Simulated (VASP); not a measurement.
# ZnS (F-43m) in VASP: notebook

The runs below take ZnS through single point, with PBE.

Program: VASP 6.6.1. These are calculated values, not measurements. Logs are shortened: lines on timing, memory, paths and dates and some standing lists are left out, and cuts for length are marked.

**Experimental background.**

From “Electronic, vibrational, and thermodynamic properties of ZnS (zincblende and rocksalt structure)”, 2009, arxiv:0911.5022, for a bulk crystal of ZnS at 19 K: band gap 3.85 eV (direct).

How close the calculation comes is told below.

### Step 1. The cell of the first run

It takes space group F-43m (No. 216, cubic). Conventional cell: a = 5.550 Å, b = 5.550 Å, c = 5.550 Å, α = 90.00°, β = 90.00°, γ = 90.00°. Zn (site symmetry -43m) has 4 S at 2.40 Å within 3.2 Å. S (site symmetry -43m) has 4 Zn at 2.40 Å within 3.2 Å.

### Step 2. Single point, PBE (volume scaled by 1.06)

File INCAR:

```
SYSTEM = ZnS
ALGO = Normal ; EDIFF = 1E-7
ENCUT = 520 ; GGA = PE
ISIF = 2 ; ISMEAR = 0
LASPH = .TRUE. ; LCHARG = .FALSE.
LREAL = .FALSE. ; LWAVE = .FALSE.
NBANDS = 16 ; NELM = 80
PREC = Accurate ; SIGMA = 0.02
```

File KPOINTS:

```
k-points
0
G
  10 10 10
  0 0 0
```

File POSCAR:

```
ZnS
1.0
    0.0000000000      2.7748569521      2.7748569521
    2.7748569521      0.0000000000      2.7748569521
    2.7748569521      2.7748569521      0.0000000000
Zn S
1 1
Direct
    0.2500000000      0.2500000000      0.2500000000
    0.0000000000      0.0000000000      0.0000000000
```

Potentials or basis: VASP PAW PBE potentials, release 64 (Zn, S).

Launch:

```sh
cat potpaw_PBE.64/Zn/POTCAR potpaw_PBE.64/S/POTCAR > POTCAR
mpirun -np 1 vasp_std > vasp.out
```

OUTCAR:

```text
SYSTEM = ZnS
   EDIFF = 1E-7
   ENCUT = 520
   GGA = PE
   ISIF = 2
   ISMEAR = 0
   LASPH = .TRUE.
   LREAL = .FALSE.
   NELM = 80
   PREC = Accurate

 ion  position               nearest neighbor table
   1  0.250  0.250  0.250-   2 2.40   2 2.40   2 2.40   2 2.40
   2  0.000  0.000  0.000-   1 2.40   1 2.40   1 2.40   1 2.40

  LATTYP: Found a face centered cubic cell.
 ALAT       =     5.5497139042

  Lattice vectors:

 A1 = (   0.0000000000,   2.7748569521,   2.7748569521)
 A2 = (   2.7748569521,   0.0000000000,   2.7748569521)
 A3 = (   2.7748569521,   2.7748569521,   0.0000000000)

Analysis of symmetry for initial positions (statically):
=====================================================================
 Subroutine PRICEL returns:
 Original cell was already a primitive cell.

 Routine SETGRP: Setting up the symmetry group for a
 face centered cubic supercell.

 Subroutine GETGRP returns: Found 24 space group operations
 (whereof 24 operations were pure point group operations)
 out of a pool of 48 trial point group operations.

The static configuration has the point symmetry T_d .

Analysis of symmetry for dynamics (positions and initial velocities):
=====================================================================
 Subroutine PRICEL returns:
 Original cell was already a primitive cell.

 Routine SETGRP: Setting up the symmetry group for a
 face centered cubic supercell.

 Subroutine GETGRP returns: Found 24 space group operations
 (whereof 24 operations were pure point group operations)
 out of a pool of 48 trial point group operations.

The dynamic configuration has the point symmetry T_d .

 Subroutine INISYM returns: Found 24 space group operations
 (whereof 24 operations are pure point group operations),
 and found     1 'primitive' translations

----------------------------------------------------------------------------------------

                                     Primitive cell

  volume of cell :      42.7319

  direct lattice vectors                    reciprocal lattice vectors
     0.000000000  2.774856952  2.774856952    -0.180189469  0.180189469  0.180189469
     2.774856952  0.000000000  2.774856952     0.180189469 -0.180189469  0.180189469
     2.774856952  2.774856952  0.000000000     0.180189469  0.180189469 -0.180189469

  length of vectors
     3.924240335  3.924240335  3.924240335     0.312097315  0.312097315  0.312097315

  position of ions in fractional coordinates (direct lattice)
     0.250000000  0.250000000  0.250000000
     0.000000000  0.000000000  0.000000000

  ion indices of the primitive-cell ions
   primitive index   ion index
                 1           1
                 2           2

----------------------------------------------------------------------------------------

 KPOINTS: k-points

Automatic generation of k-mesh.
 Grid dimensions read from file:
 generate k-points for:   10   10   10

 Generating k-lattice:

  Cartesian coordinates                     Fractional coordinates (reciprocal lattice)
    -0.018018947  0.018018947  0.018018947     0.100000000  0.000000000  0.000000000
     0.018018947 -0.018018947  0.018018947     0.000000000  0.100000000  0.000000000
     0.018018947  0.018018947 -0.018018947     0.000000000  0.000000000  0.100000000

  Length of vectors
     0.031209731  0.031209731  0.031209731

  Shift w.r.t. Gamma in fractional coordinates (k-lattice)
     0.000000000  0.000000000  0.000000000

 Subroutine IBZKPT returns following result:
 ===========================================

 Found     47 irreducible k-points:

 Following reciprocal coordinates:
            Coordinates               Weight
  0.000000  0.000000  0.000000      1.000000
  0.100000  0.000000  0.000000      8.000000
  0.200000  0.000000  0.000000      8.000000
  0.300000  0.000000  0.000000      8.000000
  0.400000  0.000000  0.000000      8.000000
  0.500000  0.000000  0.000000      4.000000
[... 16 lines left out ...]
  0.300000  0.300000  0.000000      6.000000
  0.400000  0.300000  0.000000     24.000000
 [... further k-points ...]
   k-points           NKPTS =     47   k-points in BZ     NKDIM =     47   number of bands    NBANDS=     16
   number of dos      NEDOS =    301   number of ions     NIONS =      2
   total plane-waves  NPLWV =  27000
   dimension x,y,z NGX =    30 NGY =   30 NGZ =   30
   dimension x,y,z NGXF=    60 NGYF=   60 NGZF=   60
   ions per type =               1   1
   NGX,Y,Z   is equivalent  to a cutoff of  12.71, 12.71, 12.71 a.u.
   NGXF,Y,Z  is equivalent  to a cutoff of  25.42, 25.42, 25.42 a.u.
 SYSTEM =  ZnS
   PREC   = accura    normal or accurate (medium, high low for compatibility)
   ISTART =      0    job   : 0-new  1-cont  2-samecut
   ICHARG =      2    charge: 1-file 2-atom 10-const
   ISPIN  =      1    spin polarized calculation?
   LNONCOLLINEAR =      F non collinear calculations
   LSORBIT =      F    spin-orbit coupling
   LASPH  =      T    aspherical Exc in radial PAW
   ENCUT  =  520.0 eV  38.22 Ry    6.18 a.u.   7.30  7.30  7.30*2*pi/ulx,y,z
   NELM   =     80;   NELMIN=  2; NELMDL= -5     # of ELM steps
   EDIFF  = 0.1E-06   stopping-criterion for ELM
   LREAL  =      F    real-space projection
   EDIFFG = 0.1E-05   stopping-criterion for IOM
   NSW    =      0    number of steps for IOM
   IBRION =     -1    ionic relax: 0-MD 1-quasi-New 2-CG
   NFREE  =      0    steps in history (QN), initial steepest desc. (CG)
   ISIF   =      2    stress and relaxation
   ISYM   =      2    0-nonsym 1-usesym 2-fastsym
   POTIM  = 0.5000    time-step for ionic-motion
   TEBEG  =    0.0;   TEEND  =   0.0 temperature during run
   PSTRESS=    0.0 pullay stress
   NELECT =      18.0000    total number of electrons
   NUPDOWN=      -1.0000    fix difference up-down
   EMIN   =  10.00;   EMAX   =-10.00  energy-range for DOS
   EFERMI =   0.00;   METHOD = LEGACY
   ISMEAR =     0;   SIGMA  =   0.02  broadening in eV -4-tet -1-fermi 0-gaus
   EFERMI_NEDOS =   21; number of points for ismear=-14 and -15
   IALGO  =     38    algorithm
   IMIX   =      4    mixing-type and parameters
     AMIX     =   0.40;   BMIX     =  1.00
     AMIX_MAG =   1.60;   BMIX_MAG =  1.00
  volume/ion in A,a.u.               =      21.37       144.18
  Fermi-wavevector in a.u.,A,eV,Ry     =   1.227199  2.319070 20.490618  1.506018
  Thomas-Fermi vector in A             =   2.362172
   LORBIT       =      0    0 simple, 1 ext, 2 COOP (PROOUT), +10 PAW based schemes
   GGA     = PE    functional components
   LHFCALC =     F    Hartree Fock is set to
   AEXX    =    0.0000 exact exchange contribution
   IVDW    =     0    specifies the selected vdW correction
   LEPSILON=     F    determine dielectric tensor
   LRPA    =     F    only Hartree local field effects (RPA)
 non-spin polarized calculation
 Gauss-broadening in eV      SIGMA  =   0.02
  energy-cutoff  :      520.00
  volume of cell :       42.73
 maximum number of plane-waves:      1179
 NGX is ok and might be reduce to    30
   NGX = 15   NGY = 15   NGZ = 15

 number of electron      17.9999986 magnetization

 Free energy of the ion-electron system (eV)
  ---------------------------------------------------
  ext. energy  EPLUGINS =         0.00000000
  ---------------------------------------------------
  free energy    TOTEN  =        -6.82694983 eV

  energy without entropy =       -6.82694983  energy(sigma->0) =       -6.82694983

 E-fermi :   1.5303     XC(G=0):  -9.2596

 val. band max:        1.3973611193   @ k =   0.0000   0.0000   0.0000
 cond. band min:       3.1695807569   @ k =   0.0000   0.0000   0.0000
 fundamental gap:      1.7722196376
 Fermi energy:         1.5302821528

 k-point     1 :       0.0000    0.0000    0.0000
  band No.  band energies     occupation
      1     -11.2196      2.00000
      2      -4.6595      2.00000
      3      -4.6595      2.00000
      4      -4.6595      2.00000
      5      -4.2511      2.00000
      6      -4.2511      2.00000
[... 8 lines left out ...]
     15      13.0600      0.00000
     16      13.0600      0.00000

 k-point     2 :       0.1000    0.0000    0.0000
  band No.  band energies     occupation
      1     -11.1542      2.00000
      2      -4.6556      2.00000
      3      -4.6479      2.00000
      4      -4.6479      2.00000
      5      -4.2520      2.00000
      6      -4.2520      2.00000
[... 8 lines left out ...]
     15      12.6427      0.00000
     16      13.4034      0.00000

 k-point     3 :       0.2000    0.0000    0.0000
  band No.  band energies     occupation
      1     -10.9747      2.00000
      2      -4.6282      2.00000
      3      -4.6194      2.00000
      4      -4.6194      2.00000
      5      -4.2518      2.00000
      6      -4.2518      2.00000
[... 8 lines left out ...]
     15      12.2443      0.00000
     16      13.6506      0.00000

 k-point     4 :       0.3000    0.0000    0.0000
  band No.  band energies     occupation
      1     -10.7335      2.00000
      2      -4.5887      2.00000
      3      -4.5887      2.00000
      4      -4.5332      2.00000
      5      -4.2451      2.00000
      6      -4.2451      2.00000
[... 8 lines left out ...]
     15      12.5699      0.00000
     16      13.1332      0.00000
[... 324 lines left out ...]
 k-point    22 :      -0.2000    0.2000    0.0000
  band No.  band energies     occupation
      1     -10.6518      2.00000
      2      -4.5693      2.00000
      3      -4.5662      2.00000
      4      -4.5236      2.00000
      5      -4.2675      2.00000
      6      -4.2197      2.00000
[... 8 lines left out ...]
     15      13.9603      0.00000
     16      15.5191      0.00000

 k-point    23 :       0.3000    0.3000    0.0000
  band No.  band energies     occupation
      1     -10.5711      2.00000
      2      -4.6624      2.00000
      3      -4.4918      2.00000
      4      -4.4918      2.00000
      5      -4.2707      2.00000
      6      -4.2115      2.00000
[... 8 lines left out ...]
     15      14.1122      0.00000
     16      17.4024      0.00000

 k-point    24 :       0.4000    0.3000    0.0000
  band No.  band energies     occupation
      1     -10.4019      2.00000
      2      -4.6276      2.00000
      3      -4.4552      2.00000
      4      -4.4446      2.00000
      5      -4.2207      2.00000
      6      -4.2053      2.00000
[... 8 lines left out ...]
     15      14.6096      0.00000
     16      16.6969      0.00000

 [... further k-points ...]

------------------------ aborting loop because EDIFF is reached ----------------------------------------

  FORCE on cell =-STRESS in cart. coord.  units (eV):
  Direction    XX          YY          ZZ          XY          YZ          ZX
  --------------------------------------------------------------------------------------
  -------------------------------------------------------------------------------------
  Total       -0.9103832     -0.9103832     -0.9103832     -0.0000000      0.0000000      0.0000000
  in kB      -34.1336736    -34.1336736    -34.1336736     -0.0000000      0.0000000      0.0000000
  external PRESSURE =     -34.1336736 kB  Pullay stress =       0.0000000 kB

 VOLUME and BASIS-vectors are now :
 -----------------------------------------------------------------------------
  energy-cutoff  :      520.00
  volume of cell :       42.73
      direct lattice vectors                 reciprocal lattice vectors
     0.000000000  2.774856952  2.774856952    -0.180189469  0.180189469  0.180189469
     2.774856952  0.000000000  2.774856952     0.180189469 -0.180189469  0.180189469
     2.774856952  2.774856952  0.000000000     0.180189469  0.180189469 -0.180189469

 POSITION                                       TOTAL-FORCE (eV/Angst)
 -----------------------------------------------------------------------------------
      1.38743      1.38743      1.38743        -0.000000     -0.000000     -0.000000
      0.00000      0.00000      0.00000         0.000000      0.000000      0.000000
 -----------------------------------------------------------------------------------
    total drift:                                0.000000      0.000000      0.000000

  FREE ENERGIE OF THE ION-ELECTRON SYSTEM (eV)
  ---------------------------------------------------
  free  energy   TOTEN  =        -6.8269498286 eV

  energy  without entropy=       -6.8269498286  energy(sigma->0) =       -6.82694983
```

It took 37 s on 1 thread of Intel Xeon Platinum 8375C at 2.90GHz (Ice Lake), shared host; peak memory 0.18 GiB.

Results:

```
Free energy            : -6.8269 eV
Pressure               : -3.4 GPa
Band gap on the k mesh : 1.77 eV, direct
```

[end of part 1 of 2]
